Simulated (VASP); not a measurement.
Input of a VASP 6.6.1 run:

File INCAR:

```
SYSTEM = BAs
ALGO = Normal ; EDIFF = 1E-6
ENCUT = 500 ; GGA = PS
GGA_COMPAT = .False. ; ISIF = 2
ISMEAR = 0 ; LASPH = .True.
LCHARG = .False. ; LREAL = .False.
LWAVE = .False. ; NBANDS = 11
NELM = 120 ; PREC = Accurate
SIGMA = 0.1
```

KPOINTS

```
k-points
0
Gamma
  6 6 6
  0 0 0
```

Contents of POSCAR:

```
BAs
1.0
    0.0000000000      2.3541785720      2.3541785720
    2.3541785720      0.0000000000      2.3541785720
    2.3541785720      2.3541785720      0.0000000000
B As
1 1
Direct
    0.5000000000      0.5000000000      0.5000000000
    0.0000000000      0.0000000000      0.0000000000
```

Potentials or basis: VASP PAW PBE potentials, release 64 (B, As).

The run is started by

```sh
$ cat potpaw_PBE.64/B/POTCAR potpaw_PBE.64/As/POTCAR > POTCAR
$ mpirun -np 1 vasp_std > vasp.out
```

(1) Estimate the band gap on the k mesh.

(2) What does it give for the pressure?

Answers

(1) zero (bands 4 and 5 overlap by 4.93 eV).

(2) -10.2 GPa.

Caveat: the k points lie up to 0.39 Å⁻¹ apart, too coarse for converged energies and pressures of a metal; the cell differs from its parent crystal (Al replaced by B, lengths x 0.907, strained); the PAW data sets were made with another functional, which shifts forces and pressure a little.
